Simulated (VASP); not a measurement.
A run of VASP 6.6.1:

The input INCAR:

```
SYSTEM = Pb
PREC = Accurate ; ENCUT = 520
EDIFF = 1E-7 ; ISMEAR = 0
SIGMA = 0.15 ; LREAL = .FALSE.
LASPH = .TRUE. ; NELM = 100
ALGO = Fast ; ISIF = 2
LWAVE = .FALSE. ; LCHARG = .FALSE.
GGA = CA ; NBANDS = 13
```

KPOINTS

```
Automatic mesh
0
G
  16 16 16
  0 0 0
```

The input POSCAR:

```
Pb
1.0
    0.0000000000      2.2722160000      2.6673840000
    2.2722160000      0.0000000000      2.6673840000
    2.2722160000      2.2722160000      0.0000000000
Pb
1
Direct
    0.0000000000      0.0000000000      0.0000000000
```

Potentials or basis: VASP PAW LDA potentials, release 64 (Pb_d).

The run is started by

```console
$ cat potpaw_LDA.64/Pb_d/POTCAR > POTCAR
$ mpirun -np 1 vasp_std > vasp.out
```

Hardware: 1 thread of Intel Xeon 8259CL, on a shared host.

Question: Estimate the wall time of this run.

Answer: It took 4 min on 1 thread of Intel Xeon 8259CL (shared host), peak memory 0.23 GiB. Counts: scf iterations 15, k points 349.
